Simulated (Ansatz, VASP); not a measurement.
**Two plane-wave programs on Mg**

Contents of POSCAR:

```
Mg
1.0
    0.0000000000      2.9468562911      2.9468562911
    2.9468562911      0.0000000000      2.9468562911
    2.9468562911      2.9468562911      0.0000000000
Mg
2
Direct
    0.5000000000      0.5000000000      0.5000000000
    0.7500000000      0.7500000000      0.7500000000
```

The input INCAR.step1:

```
PREC = Accurate
ENCUT = 600
ISMEAR = 0
SIGMA = 0.1
LREAL = F
LASPH = T
NELM = 80
GGA = PE
ALGO = Normal
EDIFF = 1E-4
LWAVE = T
LCHARG = F
```

INCAR.step2

```
PREC = Accurate
ENCUT = 600
EDIFF = 1E-7
ISMEAR = 0
SIGMA = 0.1
LREAL = F
LASPH = T
NELM = 80
ALGO = Normal
ISIF = 3
LWAVE = F
LCHARG = F
METAGGA = R2SCAN
LMIXTAU = T
IBRION = 2
NSW = 90
EDIFFG = -0.04
ISTART = 1
```

File KPOINTS:

```
regular mesh
0
Gamma
  6 6 6
```

Input for Ansatz:

```yaml
crystal:
  lattice:
    - [0.0, 2.9468562911, 2.9468562911]
    - [2.9468562911, 0.0, 2.9468562911]
    - [2.9468562911, 2.9468562911, 0.0]
  atoms:
    - { symbol: Mg, position: [0.5, 0.5, 0.5] }
    - { symbol: Mg, position: [0.75, 0.75, 0.75] }
basis:
  ecutwfc: 500
kpoints:
  mp_grid: { grid: [6, 6, 6] }
hamiltonian:
  xc: r2scan
scf:
  occupations: { method: gaussian, width: 0.1 }
  lower_state_search: "off"
output:
  forces: true
  stress: true
  eigenvalues: true
relax:
  adjacent_minimum: "off"
  f_tol: 0.04
  max_steps: 70
  cell: { stress_tol: 0.4 }
```

Alike in both runs: task relaxation of cell and atoms; functional r2SCAN; k mesh 6 × 6 × 6; occupations gaussian, width 0.1 eV; no spin polarisation.

|  | VASP | Ansatz |
| --- | --- | --- |
| version | VASP 6.6.1 | Ansatz 0.2.0 |
| potentials or method | VASP PAW PBE potentials, release 64 (Mg), cutoff 600 eV | scalar-relativistic, plane waves, PAW |
| valence electrons in the cell | 4 | 20 |

|  | VASP | Ansatz | Ansatz less VASP |
| --- | --- | --- | --- |
| gap on the k mesh at the Fermi level, each at its own relaxed structure (eV) | none | none | - |
| relaxed volume (Å³/atom) | 41.05 | 40.97 | -0.079 |
| relaxed cell length with the largest relative difference (Å) | 4.879 | 4.875 | -0.0031 |

VASP's potentials were made for PBE, not for r2SCAN. A gap of «none» marks a metal or a gap that the smearing closes. VASP's potentials hold 4 valence electrons a cell and Ansatz's 20, so a difference there can come from the potentials and not from the codes.

Noted on VASP's run: the volume moved by over 15 % at a fixed basis, so the end points are rough.
